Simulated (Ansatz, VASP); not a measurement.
# TaN: VASP beside Ansatz

Contents of POSCAR:

```
TaN
1.0
    0.0000000000      2.1790000000      2.1790000000
    2.1790000000      0.0000000000      2.1790000000
    2.1790000000      2.1790000000      0.0000000000
Ta N
1 1
Direct
    0.5200780174      0.5200780174      0.4799219826
    0.0000000000      0.0000000000      0.0000000000
```

The input INCAR.step1:

```
PREC = Accurate
ENCUT = 520
ISMEAR = 0
SIGMA = 0.15
LREAL = False
LASPH = True
NELM = 60
NBANDS = 15
GGA = PE
ALGO = Normal
EDIFF = 1E-4
LWAVE = True
LCHARG = False
```

File INCAR.step2:

```
PREC = Accurate
ENCUT = 520
EDIFF = 1E-7
ISMEAR = 0
SIGMA = 0.15
LREAL = False
LASPH = True
NELM = 60
ALGO = Normal
ISIF = 2
LWAVE = False
LCHARG = True
METAGGA = R2SCAN
LMIXTAU = True
LELF = True
LVHAR = True
NBANDS = 15
ISTART = 1
```

KPOINTS

```
regular mesh
0
Gamma
  18 18 18
```

Input for Ansatz:

```yaml
crystal:
  lattice:
    - [0.0, 2.179, 2.179]
    - [2.179, 0.0, 2.179]
    - [2.179, 2.179, 0.0]
  atoms:
    - { symbol: Ta, position: [0.5200780174, 0.5200780174, 0.4799219826] }
    - { symbol: "N", position: [0.0, 0.0, 0.0] }
basis:
  ecutwfc: 500
kpoints:
  mp_grid: { grid: [18, 18, 18] }
hamiltonian:
  xc: r2scan
scf:
  occupations: { method: gaussian, width: 0.15 }
output:
  forces: true
  stress: true
  eigenvalues: true
  write_density: true
  write_potential: true
  elf: true
  volumetric_format: npy
```

Change from the starting cell: all Ta atoms moved +0.087 Å, as atom 1 along Cartesian [0 0 1].

Alike in both runs: task single point; functional r2SCAN; k mesh 18 × 18 × 18; occupations gaussian, width 0.15 eV; no spin polarisation.

|  | VASP | Ansatz |
| --- | --- | --- |
| version | VASP 6.6.1 | Ansatz 0.2.0 |
| potentials or method | VASP PAW PBE potentials, release 64 (Ta_pv, N), cutoff 520 eV | scalar-relativistic, plane waves, PAW |
| valence electrons in the cell | 16 | 18 |

```csv
,VASP,Ansatz,Ansatz less VASP
gap on the k mesh at the Fermi level (eV),none,none,-
pressure (GPa),13.3,11.2,-2.16
"traceless stress, the component that is largest in VASP (GPa)",2.78,2.71,-0.078
rms of the force components (eV/Å),0.459,0.470,+0.0110
```

VASP's potentials were made for PBE, not for r2SCAN. Atom by atom the forces differ by 0.011 eV/Å (rms over components). A gap of «none» marks a metal or a gap that the smearing closes. With one functional, cell and mesh, what is left measures potentials, basis and numerics. VASP's potentials hold 16 valence electrons a cell and Ansatz's 18, so a difference there can come from the potentials and not from the codes.

Spin-orbit coupling is off throughout.
